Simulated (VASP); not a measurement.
A run of VASP 6.6.1:

File INCAR:

```
PREC = Accurate
ENCUT = 520
EDIFF = 1E-7
ISMEAR = -1
SIGMA = 0.08
LREAL = F
LASPH = T
NELM = 150
ALGO = Normal
ISIF = 2
LWAVE = F
LCHARG = F
ISPIN = 2
MAGMOM = 7 0
LORBIT = 11
LMAXMIX = 6
GGA = CA
NBANDS = 26
```

The input KPOINTS:

```
Automatic mesh
0
Gamma
  9 9 9
```

File POSCAR:

```
EuZn
1.0
    3.7302639020      0.0000000000      0.0000000000
    0.0000000000      3.7302639020      0.0000000000
    0.0000000000      0.0000000000      3.7302639020
Eu Zn
1 1
Direct
    0.0000000000      0.0000000000      0.0000000000
    0.5000000000      0.5000000000      0.5000000000
```

Potentials or basis: VASP PAW PBE potentials, release 64 (Eu, Zn).

Run with:

```sh
$ cat potpaw_PBE.64/Eu/POTCAR potpaw_PBE.64/Zn/POTCAR > POTCAR
$ mpirun -np 1 vasp_std > vasp.out
```

Hardware: 1 thread of AMD EPYC 7R43 64-Core Processor (Zen 3), with other jobs on the host.

Problem. Estimate the wall time of this run.

Solution. It took 110 s on 1 thread of AMD EPYC 7R43 64-Core Processor (Zen 3), with other jobs on the host, peak memory 0.17 GiB. Counts: scf iterations 21, k points 35.
